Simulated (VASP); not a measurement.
# RuSe (F-43m) in VASP: single point with PBE

Aim: the single point of RuSe with PBE.

All numbers are computed with VASP 6.6.1; they aren't measurements. Logs are shortened: lines on timing, memory, paths and dates and some standing lists are left out, and cuts for length are marked.

### Step 1. The cell of the first run

Symmetry: F-43m, No. 216, cubic system. The conventional cell has a = 5.504 Å, b = 5.504 Å, c = 5.504 Å, α = 90.00°, β = 90.00°, γ = 90.00°. Ru (site symmetry -43m) has 4 Se at 2.38 Å within 3.1 Å. Se (site symmetry -43m) has 4 Ru at 2.38 Å within 3.1 Å.

### Step 2. Single point, PBE

Contents of INCAR:

```
SYSTEM = RuSe
PREC = Accurate
ENCUT = 520
EDIFF = 1E-6
ISMEAR = 0
SIGMA = 0.05
LREAL = .False.
LASPH = .True.
NELM = 80
ALGO = Normal
ISIF = 2
LWAVE = .False.
LCHARG = .True.
GGA = PE
LELF = .True.
LVHAR = .True.
ISYM = 0
NBANDS = 17
```

Contents of KPOINTS:

```
regular mesh
0
Gamma
  10 10 10
  0 0 0
```

Contents of POSCAR:

```
RuSe
1.0
    0.0000000000      2.7520188154      2.7520188154
    2.7520188154      0.0000000000      2.7520188154
    2.7520188154      2.7520188154      0.0000000000
Ru Se
1 1
Direct
    0.0000000000      0.0000000000      0.0000000000
    0.2500000000      0.2500000000      0.2500000000
```

Potentials or basis: VASP PAW PBE potentials, release 64 (Ru_pv, Se).

On the command line:

```sh
> cat potpaw_PBE.64/Ru_pv/POTCAR potpaw_PBE.64/Se/POTCAR > POTCAR
> mpirun -np 1 vasp_std > vasp.out
```

OUTCAR:

```text
SYSTEM = RuSe
   PREC = Accurate
   ENCUT = 520
   EDIFF = 1E-6
   ISMEAR = 0
   LREAL = .False.
   LASPH = .True.
   NELM = 80
   ISIF = 2
   GGA = PE
   ISYM = 0

 ion  position               nearest neighbor table
   1  0.000  0.000  0.000-   2 2.38   2 2.38   2 2.38   2 2.38
   2  0.250  0.250  0.250-   1 2.38   1 2.38   1 2.38   1 2.38

IMPORTANT INFORMATION: All symmetrisations will be switched off!
NOSYMM: (Re-)initialisation of all symmetry stuff for point group C_1.

----------------------------------------------------------------------------------------

                                     Primitive cell

  volume of cell :      41.6854

  direct lattice vectors                    reciprocal lattice vectors
     0.000000000  2.752018815  2.752018815    -0.181684804  0.181684804  0.181684804
     2.752018815  0.000000000  2.752018815     0.181684804 -0.181684804  0.181684804
     2.752018815  2.752018815  0.000000000     0.181684804  0.181684804 -0.181684804

  length of vectors
     3.891942333  3.891942333  3.891942333     0.314687312  0.314687312  0.314687312

  position of ions in fractional coordinates (direct lattice)
     0.000000000  0.000000000  0.000000000
     0.250000000  0.250000000  0.250000000

  ion indices of the primitive-cell ions
   primitive index   ion index
                 1           1
                 2           2

----------------------------------------------------------------------------------------

 KPOINTS: regular mesh

Automatic generation of k-mesh.
 Grid dimensions read from file:
 generate k-points for:   10   10   10

 Generating k-lattice:

  Cartesian coordinates                     Fractional coordinates (reciprocal lattice)
    -0.018168480  0.018168480  0.018168480     0.100000000  0.000000000  0.000000000
     0.018168480 -0.018168480  0.018168480     0.000000000  0.100000000  0.000000000
     0.018168480  0.018168480 -0.018168480     0.000000000  0.000000000  0.100000000

  Length of vectors
     0.031468731  0.031468731  0.031468731

  Shift w.r.t. Gamma in fractional coordinates (k-lattice)
     0.000000000  0.000000000  0.000000000

 Subroutine IBZKPT returns following result:
 ===========================================

 Found    504 irreducible k-points:

 Following reciprocal coordinates:
            Coordinates               Weight
  0.000000  0.000000  0.000000      1.000000
  0.100000  0.000000  0.000000      2.000000
  0.000000  0.100000  0.000000      2.000000
[... 40 lines left out ...]
   EDIFF  = 0.1E-05   stopping-criterion for ELM
   LREAL  =      F    real-space projection
   EDIFFG = 0.1E-04   stopping-criterion for IOM
   NSW    =      0    number of steps for IOM
   IBRION =     -1    ionic relax: 0-MD 1-quasi-New 2-CG
   NFREE  =      0    steps in history (QN), initial steepest desc. (CG)
   ISIF   =      2    stress and relaxation
   ISYM   =      0    0-nonsym 1-usesym 2-fastsym
   POTIM  = 0.5000    time-step for ionic-motion
   TEBEG  =    0.0;   TEEND  =   0.0 temperature during run
   PSTRESS=    0.0 pullay stress
   NELECT =      20.0000    total number of electrons
   NUPDOWN=      -1.0000    fix difference up-down
   EMIN   =  10.00;   EMAX   =-10.00  energy-range for DOS
   EFERMI =   0.00;   METHOD = LEGACY
   ISMEAR =     0;   SIGMA  =   0.05  broadening in eV -4-tet -1-fermi 0-gaus
   EFERMI_NEDOS =   21; number of points for ismear=-14 and -15
   IALGO  =     38    algorithm
   IMIX   =      4    mixing-type and parameters
     AMIX     =   0.40;   BMIX     =  1.00
     AMIX_MAG =   1.60;   BMIX_MAG =  1.00
  volume/ion in A,a.u.               =      20.84       140.65
  Fermi-wavevector in a.u.,A,eV,Ry     =   1.281613  2.421897 22.347989  1.642531
  Thomas-Fermi vector in A             =   2.413972
   LORBIT       =      0    0 simple, 1 ext, 2 COOP (PROOUT), +10 PAW based schemes
   GGA     = PE    functional components
   LHFCALC =     F    Hartree Fock is set to
   AEXX    =    0.0000 exact exchange contribution
   IVDW    =     0    specifies the selected vdW correction
   LEPSILON=     F    determine dielectric tensor
   LRPA    =     F    only Hartree local field effects (RPA)
 non-spin polarized calculation
 Gauss-broadening in eV      SIGMA  =   0.05
  energy-cutoff  :      520.00
  volume of cell :       41.69
 maximum number of plane-waves:      1139
 NGX is ok and might be reduce to    30
   NGX = 15   NGY = 15   NGZ = 15

 number of electron      19.9999995 magnetization

 Free energy of the ion-electron system (eV)
  ---------------------------------------------------
  ext. energy  EPLUGINS =         0.00000000
  ---------------------------------------------------
  free energy    TOTEN  =       -12.42430160 eV

  energy without entropy =      -12.42156041  energy(sigma->0) =      -12.42293100

 E-fermi :   6.3355     XC(G=0): -10.5700

 val. band max:        6.3322963294   @ k =   0.4000   0.5000   0.0000
 cond. band min:       6.3368755158   @ k =   0.3000   0.4000   0.2000
 fundamental gap:      0.0045791864
 Fermi energy:         6.3355170330

 k-point     1 :       0.0000    0.0000    0.0000
  band No.  band energies     occupation
      1     -36.2014      2.00000
      2     -36.2014      2.00000
      3     -36.2014      2.00000
      4      -8.6486      2.00000
      5       1.0741      2.00000
      6       1.0741      2.00000
[... 457 lines left out ...]
      4      -8.5614      2.00000
      5       0.9124      2.00000
      6       1.1459      2.00000
[... 9 lines left out ...]
     16      14.2410      0.00000
     17      17.8245      0.00000

 [... further k-points ...]

------------------------ aborting loop because EDIFF is reached ----------------------------------------

  FORCE on cell =-STRESS in cart. coord.  units (eV):
  Direction    XX          YY          ZZ          XY          YZ          ZX
  --------------------------------------------------------------------------------------
  -------------------------------------------------------------------------------------
  Total        0.0274826      0.0274777      0.0274814     -0.0000002      0.0000005     -0.0000017
  in kB        1.0562914      1.0561026      1.0562483     -0.0000074      0.0000197     -0.0000636
  external PRESSURE =       1.0562141 kB  Pullay stress =       0.0000000 kB

 VOLUME and BASIS-vectors are now :
 -----------------------------------------------------------------------------
  energy-cutoff  :      520.00
  volume of cell :       41.69
      direct lattice vectors                 reciprocal lattice vectors
     0.000000000  2.752018815  2.752018815    -0.181684804  0.181684804  0.181684804
     2.752018815  0.000000000  2.752018815     0.181684804 -0.181684804  0.181684804
     2.752018815  2.752018815  0.000000000     0.181684804  0.181684804 -0.181684804

 POSITION                                       TOTAL-FORCE (eV/Angst)
 -----------------------------------------------------------------------------------
      0.00000      0.00000      0.00000        -0.000001     -0.000001     -0.000000
      1.37601      1.37601      1.37601         0.000001      0.000001      0.000000
 -----------------------------------------------------------------------------------
    total drift:                                0.000001      0.000000      0.000001

  FREE ENERGIE OF THE ION-ELECTRON SYSTEM (eV)
  ---------------------------------------------------
  free  energy   TOTEN  =       -12.4243015970 eV

  energy  without entropy=      -12.4215604104  energy(sigma->0) =      -12.42293100
```

stdout:

```text
POSCAR found type information on POSCAR RuSe
 POSCAR found :  2 types and       2 ions
 scaLAPACK will be used
 LDA part: xc-table for (Slater+PW92), standard interpolation
 POSCAR, INCAR and KPOINTS ok, starting setup
 FFT: planning ... GRIDC
 FFT: planning ... GRID_SOFT
 FFT: planning ... GRID
 WAVECAR not read
 entering main loop
```

Run time: 7.7 min. Hardware: 1 thread of Intel Xeon Platinum 8175M at 2.50GHz (Skylake/Cascade Lake), shared host; peak memory 0.46 GiB.

What came out:

```
Free energy            : -12.4243 eV
Pressure               : 0.1 GPa
Band gap on the k mesh : zero (bands 10 and 11 overlap by 2.45 eV)
```

Levels at points of the mesh, in eV from the Fermi level:
| k point | band 8 | band 9 | band 10 | band 11 | band 12 | band 13 |
| --- | --- | --- | --- | --- | --- | --- |
| (0.00, 0.00, 0.00) | -1.72 | -1.72 | 1.87 | 3.43 | 3.43 | 3.43 |
| (0.50, 0.00, 0.00) | -1.48 | -1.48 | -1.20 | 1.54 | 1.54 | 4.15 |
| (0.00, 0.50, 0.00) | -1.48 | -1.48 | -1.20 | 1.54 | 1.54 | 4.15 |
| (0.00, 0.00, 0.50) | -1.48 | -1.48 | -1.20 | 1.54 | 1.54 | 4.15 |
| (0.50, 0.50, 0.50) | -1.48 | -1.48 | -1.20 | 1.54 | 1.54 | 4.15 |
| (0.50, 0.50, 0.00) | -2.16 | -1.15 | -0.90 | -0.40 | -0.40 | 5.28 |
| (0.00, 0.50, 0.50) | -2.16 | -1.15 | -0.90 | -0.40 | -0.40 | 5.28 |
| (0.50, 0.00, 0.50) | -2.16 | -1.15 | -0.90 | -0.40 | -0.40 | 5.28 |
